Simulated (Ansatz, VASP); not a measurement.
## ZnS in VASP and in Ansatz

Contents of INCAR:

```
SYSTEM = ZnS
ALGO = Normal
EDIFF = 1E-7
ENCUT = 520
GGA = PS
ISIF = 2
ISMEAR = 0
LASPH = .TRUE.
LCHARG = .FALSE.
LREAL = .FALSE.
LWAVE = .FALSE.
NBANDS = 16
NELM = 80
PREC = Accurate
SIGMA = 0.02
```

Contents of KPOINTS:

```
k-points
0
G
  10 10 10
  0 0 0
```

File POSCAR:

```
ZnS
1.0
    0.0000000000      2.8235734605      2.8235734605
    2.8235734605      0.0000000000      2.8235734605
    2.8235734605      2.8235734605      0.0000000000
Zn S
1 1
Direct
    0.0000000000      0.0000000000      0.0000000000
    0.7500000000      0.7500000000      0.7500000000
```

Input for Ansatz:

```yaml
crystal:
  lattice:
    - [0.0, 2.8235734605, 2.8235734605]
    - [2.8235734605, 0.0, 2.8235734605]
    - [2.8235734605, 2.8235734605, 0.0]
  atoms:
    - { symbol: Zn, position: [0.0, 0.0, 0.0] }
    - { symbol: S, position: [0.75, 0.75, 0.75] }
basis:
  ecutwfc: 420
kpoints:
  mp_grid: { grid: [10, 10, 10] }
hamiltonian:
  xc: pbesol
scf:
  occupations: { method: gaussian, width: 0.02 }
output:
  forces: true
  stress: true
  eigenvalues: true
  write_density: true
  write_potential: true
  elf: true
  volumetric_format: npy
```

Alike in both runs: task single point; functional PBEsol; k mesh 10 × 10 × 10; occupations gaussian, width 0.02 eV; no spin polarisation.

|  | VASP | Ansatz |
| --- | --- | --- |
| version | VASP 6.6.1 | Ansatz 0.2.0 |
| potentials or method | VASP PAW PBE potentials, release 64 (Zn, S), cutoff 520 eV | scalar-relativistic, plane waves, PAW |
| valence electrons in the cell | 18 | 18 |

Ansatz gave:

- gap on the k mesh at the Fermi level (eV): 1.43
- least direct gap on the mesh (eV): 1.43
- pressure (GPa): -8.8

Question: Estimate VASP's values.

Answer: gap on the k mesh at the Fermi level (eV): 1.43; least direct gap on the mesh (eV): 1.43; pressure (GPa): -8.7.

VASP's potentials were made for PBE, not for PBEsol. The functional is the same, so the differences come from potentials, cutoffs and numerics.
